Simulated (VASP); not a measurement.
Wanted: the native input for a VASP 6.6.1 run.

* Task: single point
* Functional: PBE0
* Potentials or basis: VASP PAW PBE potentials, release 64 (As)
* Cutoff: 520 eV
* k mesh: 4 × 4 × 5
* Occupations: fermi-dirac, width 0.05 eV
* Spin: no spin polarisation
* Dipole correction: no
* Grid for exact exchange (PRECFOCK): Normal
* Further INCAR settings: ALGO = Normal; EDIFF = 1e-06; NBANDS = 12
* Share of exact exchange: 0.25

The system is As.

```
As
1.0
     4.41699    0.00000    0.00000
    -2.20849    3.82522    0.00000
     0.00000    0.00000    2.89361
As
2
Direct
  0.33333 0.66667 0.00000
  0.66667 0.33333 0.00000
```

This isn't the form of As at room conditions, which is rhombohedral.

These files were run (other wordings do the same):

POSCAR

```
As
1.0
    4.4169879952      0.0000000000      0.0000000000
   -2.2084939976      3.8252238120      0.0000000000
    0.0000000000      0.0000000000      2.8936079435
As
2
Direct
    0.3333333333      0.6666666667      0.0000000000
    0.6666666667      0.3333333333      0.0000000000
```

INCAR.step1

```
SYSTEM = As
PREC = Accurate ; ENCUT = 520
EDIFF = 1E-5 ; ISMEAR = -1
SIGMA = 0.05 ; LREAL = .False.
LASPH = .True. ; NELM = 80
ALGO = Normal ; ISIF = 2
LWAVE = .True. ; LCHARG = .False.
NBANDS = 12 ; GGA = PE
```

INCAR.step2

```
SYSTEM = As
PREC = Accurate ; ENCUT = 520
EDIFF = 1E-6 ; ISMEAR = -1
SIGMA = 0.05 ; LREAL = .False.
LASPH = .True. ; NELM = 80
ALGO = Normal ; ISIF = 2
LWAVE = .False. ; LCHARG = .False.
GGA = PE ; LHFCALC = .True.
AEXX = 0.25 ; PRECFOCK = Normal
NBANDS = 12 ; ISTART = 1
```

KPOINTS

```
Automatic mesh
0
Gamma
  4 4 5
  0 0 0
```

Potentials or basis: VASP PAW PBE potentials, release 64 (As).

Run with:

```bash
$ cat potpaw_PBE.64/As/POTCAR > POTCAR
$ cp INCAR.step1 INCAR
$ mpirun -np 1 vasp_std > vasp.out
$ cp INCAR.step2 INCAR
$ mpirun -np 1 vasp_std > vasp.out
```

Results of the run:

The pressure is -0.4 GPa and the band gap on the k mesh is zero (bands 5 and 6 overlap by 5.42 eV).

Caveat: the k points lie up to 0.43 Å⁻¹ apart, too coarse for converged energies and pressures of a metal; the PAW data sets were made with another functional, which shifts forces and pressure a little.

Run time: 10 min on 1 thread of Intel Xeon 8259CL, with other jobs on the host, peak memory 0.18 GiB.
